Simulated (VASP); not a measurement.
# SiC (P6_3mc) in VASP: a series of runs

Runs on SiC. Level: r2SCAN. Tasks: single point.

All numbers are computed with VASP 6.6.1; they aren't measurements. Logs are shortened: lines on timing, memory, paths and dates and some standing lists are left out, and cuts for length are marked.

## (1) The cell of the first run

The structure is hexagonal, space group P6_3mc (No. 186). Conventional cell: a = 3.047 Å, b = 3.047 Å, c = 14.954 Å, α = 90.00°, β = 90.00°, γ = 120.00°. Si (site symmetry 3m) has 4 C at 1.87 Å within 2.5 Å. Within 2.5 Å of Si (site symmetry 3m) lie 4 C at 1.87 Å. Within 2.5 Å of Si (site symmetry 3m) lie 4 C at 1.87 Å. Within 2.5 Å of C (site symmetry 3m) lie 4 Si at 1.87 Å. C (site symmetry 3m) has 4 Si at 1.87 Å within 2.5 Å. Within 2.5 Å of C (site symmetry 3m) lie 4 Si at 1.87 Å.

## (2) Single point, r2SCAN (10.02 Å³/atom)

POSCAR reads:

```
SiC
1.0
    3.0473853494      0.0000000000      0.0000000000
   -1.5236926747      2.6391131277      0.0000000000
    0.0000000000      0.0000000000     14.9538713394
Si C
6 6
Direct
    0.0000000000      0.0000000000      0.1250355593
    0.0000000000      0.0000000000      0.6250355593
    0.3333333333      0.6666666667      0.2918164361
    0.6666666667      0.3333333333      0.7918164361
    0.3333333333      0.6666666667      0.9583009458
    0.6666666667      0.3333333333      0.4583009458
    0.0000000000      0.0000000000     -0.0003142766
    0.0000000000      0.0000000000      0.4996857234
    0.3333333333      0.6666666667      0.1668458293
    0.6666666667      0.3333333333      0.6668458293
    0.3333333333      0.6666666667      0.8333155061
    0.6666666667      0.3333333333      0.3333155061
```

INCAR.step1 reads:

```
PREC     = Accurate       # precision mode
ENCUT    = 520            # plane-wave cutoff, eV
ISMEAR   = 0              # smearing method
SIGMA    = 0.02           # smearing width, eV
LREAL    = F              # projectors in reciprocal space
LASPH    = T              # aspherical terms in the spheres
NELM     = 80             # most SCF steps
NBANDS   = 36             # bands
GGA      = PE             # functional
ALGO     = Normal         # electronic algorithm
EDIFF    = 1E-4           # SCF threshold, eV
LWAVE    = T              # write WAVECAR
LCHARG   = F              # write CHGCAR
```

INCAR.step2 reads:

```
PREC     = Accurate       # precision mode
ENCUT    = 520            # plane-wave cutoff, eV
EDIFF    = 1E-6           # SCF threshold, eV
ISMEAR   = 0              # smearing method
SIGMA    = 0.02           # smearing width, eV
LREAL    = F              # projectors in reciprocal space
LASPH    = T              # aspherical terms in the spheres
NELM     = 80             # most SCF steps
ALGO     = Normal         # electronic algorithm
ISIF     = 2              # what is computed and relaxed
LWAVE    = F              # write WAVECAR
LCHARG   = F              # write CHGCAR
METAGGA  = R2SCAN         # meta-GGA
LMIXTAU  = T            
NBANDS   = 36             # bands
ISTART   = 1
```

KPOINTS reads:

```
Automatic mesh
0
Gamma
  12 12 2
```

Potentials or basis: VASP PAW PBE potentials, release 64 (Si, C).

Command:

```console
> cat potpaw_PBE.64/Si/POTCAR potpaw_PBE.64/C/POTCAR > POTCAR
> cp INCAR.step1 INCAR
> mpirun -np 1 vasp_std > vasp.out
> cp INCAR.step2 INCAR
> mpirun -np 1 vasp_std > vasp.out
```

OUTCAR:

```text
PREC = Accurate
   ENCUT = 520
   EDIFF = 1E-6
   ISMEAR = 0
   LREAL = F
   LASPH = T
   NELM = 80
   ISIF = 2
   METAGGA = R2SCAN
   ISTART = 1

 ion  position               nearest neighbor table
   1  0.000  0.000  0.125-   9 1.87   9 1.87   9 1.87   7 1.87   5 3.05   5 3.05   5 3.05   3 3.05
                             3 3.05   3 3.05
   2  0.000  0.000  0.625-  10 1.87  10 1.87  10 1.87   8 1.87   6 3.05   6 3.05   6 3.05   4 3.05
                             4 3.05   4 3.05
   3  0.333  0.667  0.292-  12 1.87  12 1.87  12 1.87   9 1.87   6 3.05   6 3.05   6 3.05   1 3.05
                             1 3.05   1 3.05
   4  0.667  0.333  0.792-  11 1.87  11 1.87  11 1.87  10 1.87   5 3.05   5 3.05   5 3.05   2 3.05
                             2 3.05   2 3.05
   5  0.333  0.667  0.958-   7 1.87   7 1.87   7 1.87  11 1.87   4 3.05   4 3.05   4 3.05   1 3.05
                             1 3.05   1 3.05
   6  0.667  0.333  0.458-   8 1.87   8 1.87   8 1.87  12 1.87   3 3.05   3 3.05   3 3.05   2 3.05
                             2 3.05   2 3.05
   7  0.000  0.000  1.000-   5 1.87   5 1.87   5 1.87   1 1.87
   8  0.000  0.000  0.500-   6 1.87   6 1.87   6 1.87   2 1.87
   9  0.333  0.667  0.167-   1 1.87   1 1.87   1 1.87   3 1.87
  10  0.667  0.333  0.667-   2 1.87   2 1.87   2 1.87   4 1.87
  11  0.333  0.667  0.833-   4 1.87   4 1.87   4 1.87   5 1.87
  12  0.667  0.333  0.333-   3 1.87   3 1.87   3 1.87   6 1.87

  LATTYP: Found a hexagonal cell.
 ALAT       =     3.0473853494
 C/A-ratio  =     4.9071153218

  Lattice vectors:

 A1 = (   3.0473853494,   0.0000000000,   0.0000000000)
 A2 = (  -1.5236926747,   2.6391131277,   0.0000000000)
 A3 = (   0.0000000000,   0.0000000000,  14.9538713394)

Analysis of symmetry for initial positions (statically):
=====================================================================
 Subroutine PRICEL returns:
 Original cell was already a primitive cell.

 Routine SETGRP: Setting up the symmetry group for a
 hexagonal supercell.

 Subroutine GETGRP returns: Found 12 space group operations
 (whereof  6 operations were pure point group operations)
 out of a pool of 24 trial point group operations.

The static configuration has the point symmetry C_3v.
 The point group associated with its full space group is C_6v.

Analysis of symmetry for dynamics (positions and initial velocities):
=====================================================================
[... 143 lines left out ...]
   NUPDOWN=      -1.0000    fix difference up-down
   EMIN   =  10.00;   EMAX   =-10.00  energy-range for DOS
   EFERMI =   0.00;   METHOD = LEGACY
   ISMEAR =     0;   SIGMA  =   0.02  broadening in eV -4-tet -1-fermi 0-gaus
   EFERMI_NEDOS =   21; number of points for ismear=-14 and -15
   IALGO  =     38    algorithm
   IMIX   =      4    mixing-type and parameters
     AMIX     =   0.40;   BMIX     =  1.00
     AMIX_MAG =   1.60;   BMIX_MAG =  1.00
  volume/ion in A,a.u.               =      10.02        67.63
  Fermi-wavevector in a.u.,A,eV,Ry     =   1.205338  2.277759 19.767089  1.452840
  Thomas-Fermi vector in A             =   2.341037
   LORBIT       =      0    0 simple, 1 ext, 2 COOP (PROOUT), +10 PAW based schemes
   METAGGA = R2SCAN    functional components
   LHFCALC =     F    Hartree Fock is set to
   AEXX    =    0.0000 exact exchange contribution
   IVDW    =     0    specifies the selected vdW correction
   LEPSILON=     F    determine dielectric tensor
   LRPA    =     F    only Hartree local field effects (RPA)
 non-spin polarized calculation
 Gauss-broadening in eV      SIGMA  =   0.02
  energy-cutoff  :      520.00
  volume of cell :      120.26
 maximum number of plane-waves:      3271
 NGX is ok and might be reduce to    24
   NGX = 11   NGY = 11   NGZ = 55

 number of electron      47.9999996 magnetization

 Free energy of the ion-electron system (eV)
  ---------------------------------------------------
  ext. energy  EPLUGINS =         0.00000000
  ---------------------------------------------------
  free energy    TOTEN  =      -115.88434729 eV

  energy without entropy =     -115.88434729  energy(sigma->0) =     -115.88434729

 E-fermi :   8.4757     XC(G=0): -12.0754

 val. band max:        8.3908743954   @ k =   0.0000   0.0000   0.0000
 cond. band min:      10.7887819738   @ k =   0.5000  -0.0000   0.0000
 fundamental gap:      2.3979075784
 Fermi energy:         8.4756815328

 k-point     1 :       0.0000    0.0000    0.0000
  band No.  band energies     occupation
      1      -8.1010      2.00000
      2      -7.5476      2.00000
      3      -7.5089      2.00000
      4      -5.9300      2.00000
      5      -5.8975      2.00000
      6      -4.3555      2.00000
[... 925 lines left out ...]
     35      17.0412      0.00000
     36      17.0412      0.00000

 [... further k-points ...]

------------------------ aborting loop because EDIFF is reached ----------------------------------------

  FORCE on cell =-STRESS in cart. coord.  units (eV):
  Direction    XX          YY          ZZ          XY          YZ          ZX
  --------------------------------------------------------------------------------------
  -------------------------------------------------------------------------------------
  Total        5.3733885      5.3733885      5.3363855     -0.0000000     -0.0000000      0.0000000
  in kB       71.5846331     71.5846331     71.0916759     -0.0000000     -0.0000000      0.0000000
  external PRESSURE =      71.4203141 kB  Pullay stress =       0.0000000 kB

 VOLUME and BASIS-vectors are now :
 -----------------------------------------------------------------------------
  energy-cutoff  :      520.00
  volume of cell :      120.26
      direct lattice vectors                 reciprocal lattice vectors
     3.047385349  0.000000000  0.000000000     0.328150163  0.189457585  0.000000000
    -1.523692675  2.639113128  0.000000000     0.000000000  0.378915170  0.000000000
     0.000000000  0.000000000 14.953871339     0.000000000  0.000000000  0.066872315

 POSITION                                       TOTAL-FORCE (eV/Angst)
 -----------------------------------------------------------------------------------
      0.00000      0.00000      1.86977        -0.000000      0.000000     -0.007371
      0.00000      0.00000      9.34670         0.000000     -0.000000     -0.007371
     -0.00000      1.75941      4.36379         0.000000      0.000000      0.001908
      1.52369      0.87970     11.84072        -0.000000     -0.000000      0.001908
     -0.00000      1.75941     14.33031         0.000000      0.000000      0.004121
      1.52369      0.87970      6.85337        -0.000000     -0.000000      0.004121
      0.00000      0.00000     14.94917        -0.000000     -0.000000      0.003632
      0.00000      0.00000      7.47224        -0.000000     -0.000000      0.003632
     -0.00000      1.75941      2.49499         0.000000     -0.000000     -0.001056
      1.52369      0.87970      9.97193        -0.000000     -0.000000     -0.001056
     -0.00000      1.75941     12.46129         0.000000     -0.000000     -0.001233
      1.52369      0.87970      4.98436        -0.000000     -0.000000     -0.001233
 -----------------------------------------------------------------------------------
    total drift:                               -0.000000     -0.000000      0.000298

  FREE ENERGIE OF THE ION-ELECTRON SYSTEM (eV)
  ---------------------------------------------------
  free  energy   TOTEN  =      -115.8843472870 eV

  energy  without entropy=     -115.8843472870  energy(sigma->0) =     -115.88434729
```

OSZICAR.step1:

```text
N       E                     dE             d eps       ncg     rms          rms(c)
DAV:   1     0.122040029514E+03    0.12204E+03   -0.22054E+04  2736   0.121E+03
DAV:   2    -0.903034091538E+02   -0.21234E+03   -0.19845E+03  3576   0.207E+02
DAV:   3    -0.101692824442E+03   -0.11389E+02   -0.11310E+02  3616   0.459E+01
DAV:   4    -0.101855932727E+03   -0.16311E+00   -0.16280E+00  3472   0.631E+00
DAV:   5    -0.101859216264E+03   -0.32835E-02   -0.32808E-02  3512   0.855E-01    0.224E+01
DAV:   6    -0.905494512744E+02    0.11310E+02   -0.32467E+01  3332   0.212E+01    0.101E+01
DAV:   7    -0.902377416413E+02    0.31171E+00   -0.34939E+00  3568   0.713E+00    0.424E+00
DAV:   8    -0.901920482995E+02    0.45693E-01   -0.21820E-01  3264   0.186E+00    0.129E+00
DAV:   9    -0.901873153613E+02    0.47329E-02   -0.29255E-02  3448   0.791E-01    0.179E-01
DAV:  10    -0.901879480537E+02   -0.63269E-03   -0.21167E-03  3440   0.201E-01    0.948E-02
DAV:  11    -0.901880863257E+02   -0.13827E-03   -0.25812E-04  2720   0.920E-02    0.190E-02
DAV:  12    -0.901880886720E+02   -0.23463E-05   -0.29991E-05  1880   0.250E-02
   1 F= -.90188089E+02 E0= -.90188089E+02  d E =-.732337E-15
```

Wall time 4.8 min (1 thread of Intel Xeon 6975P-C (Granite Rapids), shared host); peak memory 0.31 GiB.

What came out:

```yaml
Free_energy: -115.8843 eV
Pressure: 7.1 GPa
Largest_force: 0.007 eV/Å
Band_gap_on_the_k_mesh: 2.40 eV (least direct gap 3.56 eV)
```

Forces in eV/Å, atoms in the order of the input:
```
Si   0.000  0.000 -0.007
Si   0.000  0.000 -0.007
Si   0.000  0.000  0.002
Si   0.000  0.000  0.002
Si   0.000  0.000  0.004
Si   0.000  0.000  0.004
C    0.000  0.000  0.004
C    0.000  0.000  0.004
C    0.000  0.000 -0.001
C    0.000  0.000 -0.001
C    0.000  0.000 -0.001
C    0.000  0.000 -0.001
```

Levels at points of the mesh, in eV from the valence-band top:
```
           k point  band 21  band 22  band 23  band 24  band 25  band 26  band 27  band 28
(0.00, 0.00, 0.00)    -0.32    -0.04     0.00     0.00     6.05     6.22     6.64     7.15
(0.50, 0.00, 0.00)    -1.92    -1.89    -1.74    -1.16     2.40     2.63     3.74     4.41
(0.00, 0.00, 0.50)    -0.10    -0.10    -0.10    -0.10     6.11     6.11     6.87     6.87
(0.50, 0.00, 0.50)    -1.81    -1.81    -1.38    -1.38     2.47     2.47     3.95     3.95
```

Caveat: the cell stands under pressure; the PAW data sets were made with another functional, which shifts forces and pressure a little. A k mesh can miss the band edges.

## (3) Single point, r2SCAN

This run uses another cell than the first one, of 10.33 Å³/atom.

POSCAR, as its differences from that of step 2:

```diff
@@ -2,5 +2,5 @@
 1.0
-    3.0473853494      0.0000000000      0.0000000000
-   -1.5236926747      2.6391131277      0.0000000000
-    0.0000000000      0.0000000000     14.9538713394
+    3.0784832661      0.0000000000      0.0000000000
+   -1.5392416330      2.6660447136      0.0000000000
+    0.0000000000      0.0000000000     15.1064724030
 Si C
```

INCAR.step1, as its differences from that of step 2:

```diff
@@ -6,3 +6,3 @@
 LASPH    = T              # aspherical terms in the spheres
-NELM     = 80             # most SCF steps
+NELM     = 60             # most SCF steps
 NBANDS   = 36             # bands
```

INCAR.step2, as its differences from that of step 2:

```diff
@@ -2,3 +2,3 @@
 ENCUT    = 520            # plane-wave cutoff, eV
-EDIFF    = 1E-6           # SCF threshold, eV
+EDIFF    = 1E-7           # SCF threshold, eV
 ISMEAR   = 0              # smearing method
@@ -7,3 +7,3 @@
 LASPH    = T              # aspherical terms in the spheres
-NELM     = 80             # most SCF steps
+NELM     = 60             # most SCF steps
 ALGO     = Normal         # electronic algorithm
```

KPOINTS reads:

```
regular mesh
0
Gamma
  12 12 2
```

Potentials or basis: VASP PAW PBE potentials, release 64 (Si, C).

Command:

```console
> cat potpaw_PBE.64/Si/POTCAR potpaw_PBE.64/C/POTCAR > POTCAR
> cp INCAR.step1 INCAR
> mpirun -np 1 vasp_std > vasp.out
> cp INCAR.step2 INCAR
> mpirun -np 1 vasp_std > vasp.out
```

OUTCAR:

```text
PREC = Accurate
   ENCUT = 520
   EDIFF = 1E-7
   ISMEAR = 0
   LREAL = F
   LASPH = T
   NELM = 60
   ISIF = 2
   METAGGA = R2SCAN
   ISTART = 1

 ion  position               nearest neighbor table
   1  0.000  0.000  0.125-   9 1.89   9 1.89   9 1.89   7 1.89   5 3.08   5 3.08   5 3.08   3 3.08
                             3 3.08   3 3.08
   2  0.000  0.000  0.625-  10 1.89  10 1.89  10 1.89   8 1.89   6 3.08   6 3.08   6 3.08   4 3.08
                             4 3.08   4 3.08
[... 1175 lines left out ...]
  external PRESSURE =      -1.8097036 kB  Pullay stress =       0.0000000 kB

 VOLUME and BASIS-vectors are now :
 -----------------------------------------------------------------------------
  energy-cutoff  :      520.00
  volume of cell :      123.98
      direct lattice vectors                 reciprocal lattice vectors
     3.078483266  0.000000000  0.000000000     0.324835289  0.187543741  0.000000000
    -1.539241633  2.666044714  0.000000000     0.000000000  0.375087483  0.000000000
     0.000000000  0.000000000 15.106472403     0.000000000  0.000000000  0.066196791

 POSITION                                       TOTAL-FORCE (eV/Angst)
 -----------------------------------------------------------------------------------
      0.00000      0.00000      1.88885        -0.000000      0.000000      0.002393
      0.00000      0.00000      9.44208         0.000000     -0.000000      0.002393
     -0.00000      1.77736      4.40832        -0.000000      0.000000      0.000429
      1.53924      0.88868     11.96155         0.000000     -0.000000      0.000429
     -0.00000      1.77736     14.47655        -0.000000     -0.000000      0.000493
      1.53924      0.88868      6.92331         0.000000     -0.000000      0.000493
      0.00000      0.00000     15.10172        -0.000000      0.000000     -0.001643
      0.00000      0.00000      7.54849         0.000000     -0.000000     -0.001643
     -0.00000      1.77736      2.52045        -0.000000      0.000000     -0.000772
      1.53924      0.88868     10.07369         0.000000     -0.000000     -0.000772
     -0.00000      1.77736     12.58846         0.000000     -0.000000     -0.000900
      1.53924      0.88868      5.03522         0.000000     -0.000000     -0.000900
 -----------------------------------------------------------------------------------
    total drift:                               -0.000000     -0.000000      0.000583

  FREE ENERGIE OF THE ION-ELECTRON SYSTEM (eV)
  ---------------------------------------------------
  free  energy   TOTEN  =      -115.9644509982 eV

  energy  without entropy=     -115.9644509982  energy(sigma->0) =     -115.96445100
```

Run time: 7.1 min. Hardware: 1 thread of Intel Xeon 6975P-C (Granite Rapids), shared host; peak memory 0.32 GiB.

Results:

| Item | Value |
| --- | --- |
| Free energy | -115.9645 eV |
| Pressure | -0.2 GPa |
| Band gap on the k mesh | 2.40 eV (least direct gap 3.56 eV) |

Forces in eV/Å, atoms in the order of the input:
```
Si   0.000  0.000  0.002
Si   0.000  0.000  0.002
Si   0.000  0.000  0.000
Si   0.000  0.000  0.000
Si   0.000  0.000  0.000
Si   0.000  0.000  0.000
C    0.000  0.000 -0.002
C    0.000  0.000 -0.002
C    0.000  0.000 -0.001
C    0.000  0.000 -0.001
C    0.000  0.000 -0.001
C    0.000  0.000 -0.001
```

Caveat: the PAW data sets were made with another functional, which shifts forces and pressure a little.

(Continued in part 2 of 2.)
